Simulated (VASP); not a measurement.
Crystal: CoO.

```
CELL_PARAMETERS angstrom
-1.47722 1.47722 2.06423
1.47722 -1.47722 2.06423
1.47722 1.47722 -2.06423
ATOMIC_POSITIONS crystal
Co 0.00000 0.00000 0.00000
O 0.50000 0.50000 0.00000
```

Base run:

```yaml
Program: VASP 6.6.1
Functional: LDA
Potentials_or_basis: VASP PAW LDA potentials, release 64 (Co, O)
Cutoff: 520 eV
k_mesh: 12 × 12 × 12
Occupations: fermi-dirac, width 0.05 eV
Spin: collinear spin, ferromagnetic start
Starting_moments: "[2.0, 0.0] μB"
```

Its results: pressure -12.3 GPa; net moment 2.36 μB per cell; site moments Co +2.10; O +0.22 μB.

Problem. The run is repeated on the same cell with these changes: functional from LDA to PBEsol; potentials or basis from VASP PAW LDA potentials, release 64 (Co, O) to VASP PAW PBE potentials, release 64 (Co, O). What comes out?

Solution. Pressure -0.1 GPa; net moment 2.67 μB per cell; site moments Co +2.37; O +0.26 μB.

Caveats: a cell with one magnetic atom can't hold antiferromagnetic order, which such compounds often take; the PAW data sets were made with another functional, which shifts forces and pressure a little (some runs).
